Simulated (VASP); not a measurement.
# InSe (rock salt) (Fm-3m) in VASP: single point with PBEsol

Aim: the single point of InSe (rock salt) with PBEsol.

Program: VASP 6.6.1. These are calculated values, not measurements. Logs are shortened: lines on timing, memory, paths and dates and some standing lists are left out, and cuts for length are marked.

### Step 1. The cell of the first run

The structure is cubic, space group Fm-3m (No. 225). The conventional cell has a = 5.867 Å, b = 5.867 Å, c = 5.867 Å, α = 90.00°, β = 90.00°, γ = 90.00°. Within 3.9 Å of In (site symmetry m-3m) lie 6 Se at 2.93 Å. Within 3.9 Å of Se (site symmetry m-3m) lie 6 In at 2.93 Å.

### Step 2. Single point, PBEsol (volume scaled by 1.15)

File INCAR:

```
ALGO = Normal ; EDIFF = 1E-6
ENCUT = 520 ; GGA = PS
ISIF = 2 ; ISMEAR = 0
LASPH = T ; LCHARG = F
LREAL = F ; LWAVE = F
NBANDS = 16 ; NELM = 80
PREC = Accurate ; SIGMA = 0.1
```

File KPOINTS:

```
k-points
0
Gamma
  20 20 20
```

File POSCAR:

```
InSe
1.0
    0.0000000000      2.9335307489      2.9335307489
    2.9335307489      0.0000000000      2.9335307489
    2.9335307489      2.9335307489      0.0000000000
In Se
1 1
Direct
    0.0000000000      0.0000000000      0.0000000000
    0.5000000000      0.5000000000      0.5000000000
```

Potentials or basis: VASP PAW PBE potentials, release 64 (In_d, Se).

The run is started by

```sh
$ cat potpaw_PBE.64/In_d/POTCAR potpaw_PBE.64/Se/POTCAR > POTCAR
$ mpirun -np 1 vasp_std > vasp.out
```

OUTCAR:

```text
EDIFF = 1E-6
   ENCUT = 520
   GGA = PS
   ISIF = 2
   ISMEAR = 0
   LASPH = T
   LREAL = F
   NELM = 80
   PREC = Accurate

 ion  position               nearest neighbor table
   1  0.000  0.000  0.000-   2 2.93   2 2.93   2 2.93   2 2.93   2 2.93   2 2.93
   2  0.500  0.500  0.500-   1 2.93   1 2.93   1 2.93   1 2.93   1 2.93   1 2.93

  LATTYP: Found a face centered cubic cell.
 ALAT       =     5.8670614978

  Lattice vectors:

 A1 = (   0.0000000000,   2.9335307489,   2.9335307489)
 A2 = (   2.9335307489,   0.0000000000,   2.9335307489)
 A3 = (   2.9335307489,   2.9335307489,   0.0000000000)

Analysis of symmetry for initial positions (statically):
=====================================================================
 Subroutine PRICEL returns:
 Original cell was already a primitive cell.

 Routine SETGRP: Setting up the symmetry group for a
 face centered cubic supercell.

 Subroutine GETGRP returns: Found 48 space group operations
 (whereof 48 operations were pure point group operations)
 out of a pool of 48 trial point group operations.

The static configuration has the point symmetry O_h .

Analysis of symmetry for dynamics (positions and initial velocities):
=====================================================================
 Subroutine PRICEL returns:
 Original cell was already a primitive cell.

 Routine SETGRP: Setting up the symmetry group for a
 face centered cubic supercell.

 Subroutine GETGRP returns: Found 48 space group operations
 (whereof 48 operations were pure point group operations)
 out of a pool of 48 trial point group operations.

The dynamic configuration has the point symmetry O_h .

 Subroutine INISYM returns: Found 48 space group operations
 (whereof 48 operations are pure point group operations),
 and found     1 'primitive' translations

----------------------------------------------------------------------------------------

                                     Primitive cell

  volume of cell :      50.4896

  direct lattice vectors                    reciprocal lattice vectors
     0.000000000  2.933530749  2.933530749    -0.170443075  0.170443075  0.170443075
     2.933530749  0.000000000  2.933530749     0.170443075 -0.170443075  0.170443075
     2.933530749  2.933530749  0.000000000     0.170443075  0.170443075 -0.170443075

  length of vectors
     4.148638971  4.148638971  4.148638971     0.295216065  0.295216065  0.295216065

  position of ions in fractional coordinates (direct lattice)
     0.000000000  0.000000000  0.000000000
[... 73 lines left out ...]
   LNONCOLLINEAR =      F non collinear calculations
   LSORBIT =      F    spin-orbit coupling
   LASPH  =      T    aspherical Exc in radial PAW
   ENCUT  =  520.0 eV  38.22 Ry    6.18 a.u.   7.71  7.71  7.71*2*pi/ulx,y,z
   NELM   =     80;   NELMIN=  2; NELMDL= -5     # of ELM steps
   EDIFF  = 0.1E-05   stopping-criterion for ELM
   LREAL  =      F    real-space projection
   EDIFFG = 0.1E-04   stopping-criterion for IOM
   NSW    =      0    number of steps for IOM
   IBRION =     -1    ionic relax: 0-MD 1-quasi-New 2-CG
   NFREE  =      0    steps in history (QN), initial steepest desc. (CG)
   ISIF   =      2    stress and relaxation
   ISYM   =      2    0-nonsym 1-usesym 2-fastsym
   POTIM  = 0.5000    time-step for ionic-motion
   TEBEG  =    0.0;   TEEND  =   0.0 temperature during run
   PSTRESS=    0.0 pullay stress
   NELECT =      19.0000    total number of electrons
   NUPDOWN=      -1.0000    fix difference up-down
   EMIN   =  10.00;   EMAX   =-10.00  energy-range for DOS
   EFERMI =   0.00;   METHOD = LEGACY
   ISMEAR =     0;   SIGMA  =   0.10  broadening in eV -4-tet -1-fermi 0-gaus
   EFERMI_NEDOS =   21; number of points for ismear=-14 and -15
   IALGO  =     38    algorithm
   IMIX   =      4    mixing-type and parameters
     AMIX     =   0.40;   BMIX     =  1.00
     AMIX_MAG =   1.60;   BMIX_MAG =  1.00
  volume/ion in A,a.u.               =      25.24       170.36
  Fermi-wavevector in a.u.,A,eV,Ry     =   1.181931  2.233525 19.006801  1.396960
  Thomas-Fermi vector in A             =   2.318195
   LORBIT       =      0    0 simple, 1 ext, 2 COOP (PROOUT), +10 PAW based schemes
   GGA     = PS    functional components
   LHFCALC =     F    Hartree Fock is set to
   AEXX    =    0.0000 exact exchange contribution
   IVDW    =     0    specifies the selected vdW correction
   LEPSILON=     F    determine dielectric tensor
   LRPA    =     F    only Hartree local field effects (RPA)
 non-spin polarized calculation
 Gauss-broadening in eV      SIGMA  =   0.10
  energy-cutoff  :      520.00
  volume of cell :       50.49
 maximum number of plane-waves:      1383
   NGX = 15   NGY = 15   NGZ = 15

 number of electron      19.0000005 magnetization

 Free energy of the ion-electron system (eV)
  ---------------------------------------------------
  ext. energy  EPLUGINS =         0.00000000
  ---------------------------------------------------
  free energy    TOTEN  =        -7.70732898 eV

  energy without entropy =       -7.70146248  energy(sigma->0) =       -7.70439573

 E-fermi :   5.8014     XC(G=0):  -9.9832

 val. band max:        5.7983498267   @ k =  -0.3000   0.4000   0.1500
 cond. band min:       5.8250775387   @ k =  -0.3000   0.4500   0.2000
 fundamental gap:      0.0267277120
 Fermi energy:         5.8013548374

 k-point     1 :       0.0000    0.0000    0.0000
  band No.  band energies     occupation
      1      -8.8004      2.00000
      2      -8.8004      2.00000
      3      -8.7895      2.00000
      4      -8.7895      2.00000
      5      -8.7895      2.00000
      6      -8.3674      2.00000
[... 433 lines left out ...]
      3      -8.7921      2.00000
      4      -8.7522      2.00000
      5      -8.7508      2.00000
      6      -7.6235      2.00000
[... 8 lines left out ...]
     15      14.6571      0.00000
     16      15.6055      0.00000

 [... further k-points ...]
[... 5 lines left out ...]
  --------------------------------------------------------------------------------------
  -------------------------------------------------------------------------------------
  Total       -0.4956911     -0.4956911     -0.4956911     -0.0000000      0.0000000     -0.0000000
  in kB      -15.7296747    -15.7296747    -15.7296747     -0.0000000      0.0000000     -0.0000000
  external PRESSURE =     -15.7296747 kB  Pullay stress =       0.0000000 kB

 VOLUME and BASIS-vectors are now :
 -----------------------------------------------------------------------------
  energy-cutoff  :      520.00
  volume of cell :       50.49
      direct lattice vectors                 reciprocal lattice vectors
     0.000000000  2.933530749  2.933530749    -0.170443075  0.170443075  0.170443075
     2.933530749  0.000000000  2.933530749     0.170443075 -0.170443075  0.170443075
     2.933530749  2.933530749  0.000000000     0.170443075  0.170443075 -0.170443075

 POSITION                                       TOTAL-FORCE (eV/Angst)
 -----------------------------------------------------------------------------------
      0.00000      0.00000      0.00000         0.000000      0.000000      0.000000
      2.93353      2.93353      2.93353        -0.000000     -0.000000     -0.000000
 -----------------------------------------------------------------------------------
    total drift:                                0.000000     -0.000000     -0.000000

  FREE ENERGIE OF THE ION-ELECTRON SYSTEM (eV)
  ---------------------------------------------------
  free  energy   TOTEN  =        -7.7073289817 eV

  energy  without entropy=       -7.7014624760  energy(sigma->0) =       -7.70439573
```

stdout:

```text
POSCAR found type information on POSCAR InSe
 POSCAR found :  2 types and       2 ions
 scaLAPACK will be used
 -----------------------------------------------------------------------------
|                                                                             |
|                                                                             |
|     You enforced a specific xc type in the INCAR file but a different       |
|     I HOPE YOU KNOW WHAT YOU ARE DOING!                                     |
|                                                                             |
 -----------------------------------------------------------------------------

 LDA part: xc-table for (Slater+PW92), standard interpolation
 POSCAR, INCAR and KPOINTS ok, starting setup
 FFT: planning ... GRIDC
 FFT: planning ... GRID_SOFT
 FFT: planning ... GRID
 WAVECAR not read
 entering main loop
```

It took 2.4 min on 1 thread of Intel Xeon Platinum 8375C at 2.90GHz (Ice Lake), shared host; peak memory 0.34 GiB.

What came out:

```
Free energy : -7.7073 eV
Pressure    : -1.6 GPa
```

Levels at points of the mesh, in eV from the Fermi level:
```tsv
k point	band 7	band 8	band 9	band 10	band 11	band 12	band 13	band 14
(0.00, 0.00, 0.00)	-3.05	-2.14	-2.14	-2.14	6.37	6.37	6.37	6.40
(0.50, 0.00, 0.00)	-7.13	-1.89	-1.89	0.78	2.46	2.62	2.62	8.86
(0.50, 0.50, 0.00)	-5.56	-3.77	-3.59	-3.59	3.31	7.17	7.17	7.17
```

Caveat: the PAW data sets were made with another functional, which shifts forces and pressure a little; spin-orbit coupling is left out, which moves the levels of the heavy elements.
